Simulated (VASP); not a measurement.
# Ti in VASP: a series of runs, part 2 of 2

VASP 6.6.1.

## 3. Single point, r2SCAN (strain -0.025 along x and y, -0.025 along z)

POSCAR

```
Ti
1.0
   -1.5852474989      1.5852474989      1.5852474989
    1.5852474989     -1.5852474989      1.5852474989
    1.5852474989      1.5852474989     -1.5852474989
Ti
1
Direct
    0.0000000000      0.0000000000      0.0000000000
```

INCAR.step1

```
PREC     = Accurate       # precision mode
ENCUT    = 520            # plane-wave cutoff, eV
ISMEAR   = 0              # smearing method
SIGMA    = 0.15           # smearing width, eV
LREAL    = False          # projectors in reciprocal space
LASPH    = True           # aspherical terms in the spheres
NELM     = 80             # most SCF steps
NBANDS   = 12             # bands
GGA      = PE             # functional
ALGO     = Normal         # electronic algorithm
EDIFF    = 1E-4           # SCF threshold, eV
LWAVE    = True           # write WAVECAR
LCHARG   = False          # write CHGCAR
```

INCAR.step2

```
PREC     = Accurate       # precision mode
ENCUT    = 520            # plane-wave cutoff, eV
EDIFF    = 1E-6           # SCF threshold, eV
ISMEAR   = 0              # smearing method
SIGMA    = 0.15           # smearing width, eV
LREAL    = False          # projectors in reciprocal space
LASPH    = True           # aspherical terms in the spheres
NELM     = 80             # most SCF steps
ALGO     = Normal         # electronic algorithm
ISIF     = 2              # what is computed and relaxed
LWAVE    = False          # write WAVECAR
LCHARG   = False          # write CHGCAR
METAGGA  = R2SCAN         # meta-GGA
LMIXTAU  = True         
NBANDS   = 12             # bands
ISTART   = 1
```

KPOINTS

```
regular mesh
0
Gamma
  26 26 26
```

Potentials or basis: VASP PAW PBE potentials, release 64 (Ti_sv).

Run with:

```sh
cat potpaw_PBE.64/Ti_sv/POTCAR > POTCAR
cp INCAR.step1 INCAR
mpirun -np 1 vasp_std > vasp.out
cp INCAR.step2 INCAR
mpirun -np 1 vasp_std > vasp.out
```

OUTCAR:

```text
PREC = Accurate
   ENCUT = 520
   EDIFF = 1E-6
   ISMEAR = 0
   LREAL = False
   LASPH = True
   NELM = 80
   ISIF = 2
   METAGGA = R2SCAN
   ISTART = 1

 ion  position               nearest neighbor table
   1  0.000  0.000  0.000-

  LATTYP: Found a body centered cubic cell.
 ALAT       =     3.1704949978

  Lattice vectors:

 A1 = (  -1.5852474989,   1.5852474989,   1.5852474989)
 A2 = (   1.5852474989,  -1.5852474989,   1.5852474989)
 A3 = (   1.5852474989,   1.5852474989,  -1.5852474989)

Analysis of symmetry for initial positions (statically):
=====================================================================
 Subroutine PRICEL returns:
 Original cell was already a primitive cell.

 Routine SETGRP: Setting up the symmetry group for a
 body centered cubic supercell.

 Subroutine GETGRP returns: Found 48 space group operations
 (whereof 48 operations were pure point group operations)
 out of a pool of 48 trial point group operations.

The static configuration has the point symmetry O_h .

Analysis of symmetry for dynamics (positions and initial velocities):
[... 159 lines left out ...]
 val. band max:        9.0574201128   @ k =   0.1923   0.1538   0.0000
 cond. band min:       9.0596672519   @ k =   0.3077   0.1538   0.0769
 fundamental gap:      0.0022471391
 Fermi energy:         9.0574823917

 k-point     1 :       0.0000    0.0000    0.0000
  band No.  band energies     occupation
      1     -49.6649      2.00000
      2     -24.3540      2.00000
      3     -24.3540      2.00000
      4     -24.3540      2.00000
      5       2.5562      2.00000
      6      10.2865      0.00000
      7      10.2865      0.00000
      8      10.2866      0.00000
      9      12.2633      0.00000
     10      12.2633      0.00000
     11      27.7756      0.00000
     12      27.7756      0.00000
[... 331 lines left out ...]
 k-point    24 :       0.3846    0.0385    0.0000
  band No.  band energies     occupation
      1     -49.4875      2.00000
      2     -25.1900      2.00000
      3     -24.6110      2.00000
      4     -24.3679      2.00000
      5       6.1579      2.00000
      6       8.7595      1.99504
      7       9.7395      0.00000
      8      12.2436      0.00000
      9      12.6488      0.00000
     10      13.6571      0.00000
     11      20.3397      0.00000
     12      23.9946      0.00000

 [... further k-points ...]
[... 5 lines left out ...]
  --------------------------------------------------------------------------------------
  -------------------------------------------------------------------------------------
  Total        1.0005686      1.0005686      1.0005686     -0.0000000      0.0000000      0.0000000
  in kB      100.6019137    100.6019137    100.6019137     -0.0000000      0.0000000      0.0000000
  external PRESSURE =     100.6019137 kB  Pullay stress =       0.0000000 kB

 VOLUME and BASIS-vectors are now :
 -----------------------------------------------------------------------------
  energy-cutoff  :      520.00
  volume of cell :       15.93
      direct lattice vectors                 reciprocal lattice vectors
    -1.585247499  1.585247499  1.585247499     0.000000000  0.315408162  0.315408162
     1.585247499 -1.585247499  1.585247499     0.315408162  0.000000000  0.315408162
     1.585247499  1.585247499 -1.585247499     0.315408162  0.315408162  0.000000000

 POSITION                                       TOTAL-FORCE (eV/Angst)
 -----------------------------------------------------------------------------------
      0.00000      0.00000      0.00000         0.000000      0.000000     -0.000000
 -----------------------------------------------------------------------------------
    total drift:                                0.000000     -0.000000      0.000000

  FREE ENERGIE OF THE ION-ELECTRON SYSTEM (eV)
  ---------------------------------------------------
  free  energy   TOTEN  =       -12.7847121361 eV

  energy  without entropy=      -12.7628718460  energy(sigma->0) =      -12.77379199
```

OSZICAR.step1:

```text
N       E                     dE             d eps       ncg     rms          rms(c)
DAV:   1     0.866411953354E+02    0.86641E+02   -0.66060E+03 12300   0.123E+03
DAV:   2    -0.436505935142E+01   -0.91006E+02   -0.88573E+02 12516   0.298E+02
DAV:   3    -0.848237457387E+01   -0.41173E+01   -0.40714E+01 16860   0.645E+01
DAV:   4    -0.857014698490E+01   -0.87772E-01   -0.87668E-01 13752   0.818E+00
DAV:   5    -0.857238716794E+01   -0.22402E-02   -0.22401E-02 14300   0.112E+00    0.899E+00
DAV:   6    -0.769062748547E+01    0.88176E+00   -0.19563E+00 13360   0.206E+01    0.247E+00
DAV:   7    -0.768775519744E+01    0.28723E-02   -0.84823E-02 14816   0.340E+00    0.135E+00
DAV:   8    -0.770113806690E+01   -0.13383E-01   -0.40458E-02 12776   0.228E+00    0.108E-01
DAV:   9    -0.770157627959E+01   -0.43821E-03   -0.37844E-03 14852   0.572E-01    0.972E-02
DAV:  10    -0.770164865004E+01   -0.72370E-04   -0.24561E-04 12876   0.175E-01
   1 F= -.77016487E+01 E0= -.76902840E+01  d E =-.227292E-01
```

It took 4.2 min on 1 thread of Intel Xeon Platinum 8259CL at 2.50GHz (Skylake/Cascade Lake), shared host; peak memory 0.2 GiB.

What came out:

- Free energy: -12.7847 eV
- Pressure: 10.1 GPa
- Band gap on the k mesh: zero (band 6 reaches 10.29 eV, above the bottom of band 7 at 8.32 eV)

Levels at points of the mesh, in eV from the Fermi level:
| k point | band 4 | band 5 | band 6 | band 7 | band 8 | band 9 |
| --- | --- | --- | --- | --- | --- | --- |
| (0.00, 0.00, 0.00) | -33.41 | -6.50 | 1.23 | 1.23 | 1.23 | 3.21 |
| (0.50, 0.00, 0.00) | -33.42 | -2.81 | -0.43 | 1.26 | 3.24 | 3.63 |
| (0.50, 0.50, 0.50) | -34.02 | -2.60 | -2.60 | 4.58 | 4.58 | 4.58 |

Caveat: the cell differs from its parent crystal (strain -0.025 along x and y, -0.025 along z); the PAW data sets were made with another functional, which shifts forces and pressure a little.

## 4. Single point, r2SCAN (strain -0.025 along x and y, -0.050 along z)

POSCAR

```
Ti
1.0
   -1.5852474989      1.5852474989      1.5446001272
    1.5852474989     -1.5852474989      1.5446001272
    1.5852474989      1.5852474989     -1.5446001272
Ti
1
Direct
    0.0000000000      0.0000000000      0.0000000000
```

INCAR.step1

```
  PREC = Accurate
  ENCUT = 520
  ISMEAR = 0
  SIGMA = 0.15
  LREAL = False
  LASPH = True
  NELM = 100
  NBANDS = 12
  GGA = PE
  ALGO = Normal
  EDIFF = 1E-4
  LWAVE = True
  LCHARG = False
```

INCAR.step2

```
  PREC = Accurate
  ENCUT = 520
  EDIFF = 1E-6
  ISMEAR = 0
  SIGMA = 0.15
  LREAL = False
  LASPH = True
  NELM = 100
  ALGO = Normal
  ISIF = 2
  LWAVE = False
  LCHARG = False
  METAGGA = R2SCAN
  LMIXTAU = True
  NBANDS = 12
  ISTART = 1
```

KPOINTS is that of step 3.

Run with:

```sh
cat potpaw_PBE.64/Ti_sv/POTCAR > POTCAR
cp INCAR.step1 INCAR
mpirun -np 1 vasp_std > vasp.out
cp INCAR.step2 INCAR
mpirun -np 1 vasp_std > vasp.out
```

Run time: 8.6 min. Hardware: 1 thread of Intel Xeon 6975P-C, shared host; peak memory 0.34 GiB.

The run converged. Its results:

```
Free energy            : -12.7543 eV
Pressure               : 13.9 GPa
Band gap on the k mesh : zero (band 6 reaches 10.61 eV, above the bottom of band 7 at 8.60 eV)
```

Stress tensor (GPa, compression positive):
```
14.22  0.00  0.00
 0.00 14.22  0.00
 0.00  0.00 13.33
```

Levels at points of the mesh, in eV from the Fermi level:
```
           k point  band 3  band 4  band 5  band 6  band 7  band 8  band 9  band 10
(0.00, 0.00, 0.00)  -33.32  -33.32   -6.55    1.09    1.33    1.33    3.14     3.42
(0.50, 0.00, 0.00)  -33.63  -33.34   -2.89   -0.55    1.44    3.38    3.81     5.15
(0.50, 0.50, 0.00)  -33.61  -33.32   -2.88   -0.27    1.23    3.15    3.67     5.12
(0.50, 0.50, 0.50)  -34.00  -33.95   -2.75   -2.67    4.70    4.70    4.74     9.51
```

Caveat: the cell differs from its parent crystal (strain -0.025 along x and y, -0.050 along z); the PAW data sets were made with another functional, which shifts forces and pressure a little.

## 5. Overview

```tsv
cell	gap on the mesh (eV)	pressure (GPa)
a = 2.675 Å, angles 109.5°, 1 atom	none	22.6
a = 2.746 Å, angles 109.5°, 1 atom	none	10.1
a = 2.722 Å, angles 108.8, 108.8, 110.9°, 1 atom	none	13.9
```

Alike in all rows: task single point; level r2SCAN; potentials or basis VASP PAW PBE potentials, release 64 (Ti_sv); no spin polarisation; k mesh 26 × 26 × 26; cutoff (eV) 520; smearing gaussian 0.15 eV.

Caveats: the PAW data sets were made with another functional, which shifts forces and pressure a little.

Absolute energies hang on the potentials; compare differences alone.
